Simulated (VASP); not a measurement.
Al, 1 atom in the cell. The structure is cubic, space group Fm-3m (No. 225). The conventional cell has a = 4.039 Å, b = 4.039 Å, c = 4.039 Å, α = 90.00°, β = 90.00°, γ = 90.00°. Within 3.8 Å of Al (site symmetry m-3m) lie 12 Al at 2.86 Å. 

* Program: VASP 6.6.1
* Task: single point
* Functional: PBE
* Potentials or basis: VASP PAW PBE potentials, release 64 (Al)
* Cutoff: 520 eV
* k mesh: 8 × 8 × 8
* Occupations: gaussian, width 0.1 eV
* Spin: no spin polarisation
* Dipole correction: no
* Further INCAR settings: ALGO = Normal; EDIFF = 1e-06; NBANDS = 8

Potentials or basis: VASP PAW PBE potentials, release 64 (Al).

Run with:

```console
$ cat potpaw_PBE.64/Al/POTCAR > POTCAR
$ mpirun -np 1 vasp_std > vasp.out
```

Hardware: 1 thread of Intel Xeon 8259CL, on a shared host.

Question: Estimate the wall time of this run.

Answer: It took 6.3 s on 1 thread of Intel Xeon 8259CL, with other jobs on the host, peak memory 0.13 GiB. Counts: scf iterations 10, k points 29.
